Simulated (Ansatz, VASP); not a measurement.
# AlNi: VASP beside Ansatz

INCAR

```
PREC = Accurate
ENCUT = 600
EDIFF = 1E-6
ISMEAR = 0
SIGMA = 0.15
LREAL = False
LASPH = True
NELM = 120
ALGO = Normal
ISIF = 2
LWAVE = False
LCHARG = True
GGA = PS
LELF = True
LVHAR = True
NBANDS = 14
GGA_COMPAT = False
```

The input KPOINTS:

```
regular mesh
0
Gamma
  20 20 20
```

File POSCAR:

```
AlNi
1.0
    2.7906114132      0.0000000000      0.0000000000
    0.0000000000      2.7906114132      0.0000000000
    0.0000000000      0.0000000000      2.9337196908
Al Ni
1 1
Direct
    0.0000000000      0.0000000000      0.0000000000
    0.5000000000      0.5000000000      0.5000000000
```

Input for Ansatz:

```yaml
crystal:
  lattice:
    - [2.7906114132, 0.0, 0.0]
    - [0.0, 2.7906114132, 0.0]
    - [0.0, 0.0, 2.9337196908]
  atoms:
    - { symbol: Al, position: [0.0, 0.0, 0.0] }
    - { symbol: Ni, position: [0.5, 0.5, 0.5] }
basis:
  ecutwfc: 420
kpoints:
  mp_grid: { grid: [20, 20, 20] }
hamiltonian:
  xc: pbesol
scf:
  occupations: { method: gaussian, width: 0.15 }
output:
  forces: true
  stress: true
  eigenvalues: true
```

Change from the starting cell: strain -0.025 along x and y, +0.025 along z, atoms carried along.

Alike in both runs: task single point; functional PBEsol; k mesh 20 × 20 × 20; occupations gaussian, width 0.15 eV; no spin polarisation.

|  | VASP | Ansatz |
| --- | --- | --- |
| version | VASP 6.6.1 | Ansatz 0.2.0 |
| potentials or method | VASP PAW PBE potentials, release 64 (Al, Ni), cutoff 600 eV | scalar-relativistic, plane waves, PAW |
| valence electrons in the cell | 13 | 21 |

```tsv
	VASP	Ansatz	Ansatz less VASP
gap on the k mesh at the Fermi level (eV)	none	none	-
pressure (GPa)	5.0	4.9	-0.13
traceless stress, the component that is largest in VASP (GPa)	-2.35	-2.28	+0.069
```

VASP's potentials were made for PBE, not for PBEsol. A gap of «none» marks a metal or a gap that the smearing closes. The functional is the same, so the differences come from potentials, cutoffs and numerics. VASP's potentials hold 13 valence electrons a cell and Ansatz's 21, so a difference there can come from the potentials and not from the codes.
